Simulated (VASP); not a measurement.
A run of VASP 6.6.1 is set up as follows.

The input INCAR:

```
SYSTEM = Si
PREC = Accurate ; ENCUT = 520
EDIFF = 1E-6 ; ISMEAR = 0
SIGMA = 0.02 ; LREAL = .False.
LASPH = .True. ; NELM = 80
ALGO = Normal ; ISIF = 2
LWAVE = .False. ; LCHARG = .False.
GGA = CA ; NBANDS = 16
```

File KPOINTS:

```
regular mesh
0
Gamma
  12 12 6
  0 0 0
```

The input POSCAR:

```
Si
1.0
    3.7449458472      0.0000000000      0.0000000000
   -1.8724729236      3.2432182395      0.0000000000
    0.0000000000      0.0000000000      6.3266924202
Si
4
Direct
    0.3333333333      0.6666666667      0.0645367061
    0.6666666667      0.3333333333      0.5645367061
    0.3333333333      0.6666666667      0.4354632939
    0.6666666667      0.3333333333      0.9354632939
```

Potentials or basis: VASP PAW LDA potentials, release 64 (Si).

Launch:

```bash
$ cat potpaw_LDA.64/Si/POTCAR > POTCAR
$ mpirun -np 1 vasp_std > vasp.out
```

Task: Estimate the pressure.

Result: 2.5 GPa.

Task: Estimate the band gap on the k mesh.

Result: 0.27 eV (least direct gap 1.26 eV).

Stress tensor (GPa, compression positive):
```
3.70 0.00 0.00
0.00 3.70 0.00
0.00 0.00 0.03
```

A k mesh can miss the band edges.
